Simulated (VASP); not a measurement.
Here is a VASP 6.6.1 calculation.

Contents of INCAR:

```
ALGO     = Normal         # electronic algorithm
EDIFF    = 1E-6           # SCF threshold, eV
ENCUT    = 600            # plane-wave cutoff, eV
GGA      = CA             # functional
GGA_COMPAT= F            
ISIF     = 2              # what is computed and relaxed
ISMEAR   = -1             # smearing method
LASPH    = T              # aspherical terms in the spheres
LCHARG   = F              # write CHGCAR
LREAL    = F              # projectors in reciprocal space
LWAVE    = F              # write WAVECAR
NBANDS   = 18             # bands
NELM     = 120            # most SCF steps
PREC     = Accurate       # precision mode
SIGMA    = 0.05           # smearing width, eV
```

Contents of KPOINTS:

```
k-points
0
Gamma
  9 9 13
```

The input POSCAR:

```
F
1.0
    3.8640564579      0.0000000000      0.0000000000
   -1.9320282289      3.3463710542      0.0000000000
    0.0000000000      0.0000000000      1.6273992065
F
3
Direct
    0.0000000000      0.0000000000      0.0000000000
    0.3333333333      0.6666666667      0.5000000000
    0.6666666667      0.3333333333      0.5000000000
```

Potentials or basis: VASP PAW LDA potentials, release 64 (F).

Run with:

```sh
$ cat potpaw_LDA.64/F/POTCAR > POTCAR
$ mpirun -np 1 vasp_std > vasp.out
```

What does it give for the pressure?

42.7 GPa.

Stress tensor (GPa, compression positive):
```
42.30  0.00  0.00
 0.00 42.30  0.00
 0.00  0.00 43.45
```

Caveat: an odd number of electrons without spin polarisation forces a metal; a magnetic or distorted state may lie lower.
